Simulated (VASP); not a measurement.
Here is a VASP 6.6.1 calculation.

File INCAR:

```
SYSTEM = Zn2BF
PREC = Accurate ; ENCUT = 600
EDIFF = 1E-6 ; ISMEAR = 0
SIGMA = 0.15 ; LREAL = .FALSE.
LASPH = .TRUE. ; NELM = 120
ALGO = Normal ; ISIF = 2
LWAVE = .FALSE. ; LCHARG = .TRUE.
GGA = PE ; LELF = .TRUE.
LVHAR = .TRUE. ; NBANDS = 25
GGA_COMPAT = .FALSE.
```

KPOINTS

```
Automatic mesh
0
G
  4 4 3
  0 0 0
```

Contents of POSCAR:

```
Zn2BF
1.0
    3.1879818975      0.0000000000      0.0000000000
    0.0000000000      3.1879818975      0.0000000000
    0.0000000000      0.0000000000      5.7571307025
Zn B F
2 1 1
Direct
    0.5000000000      0.0000000000      0.7685420818
    0.0000000000      0.5000000000      0.2314579182
    0.0000000000      0.0000000000      0.0000000000
    0.5000000000      0.5000000000      0.5000000000
```

Potentials or basis: VASP PAW PBE potentials, release 64 (Zn, B, F).

The run is started by

```console
$ cat potpaw_PBE.64/Zn/POTCAR potpaw_PBE.64/B/POTCAR potpaw_PBE.64/F/POTCAR > POTCAR
$ mpirun -np 1 vasp_std > vasp.out
```

(1) Predict the largest force.

(2) What does it give for the pressure?

## Answers

(1) 0.049 eV/Å.

(2) -0.3 GPa.

Caveat: the k points lie up to 0.49 Å⁻¹ apart, too coarse for converged energies and pressures of a metal.
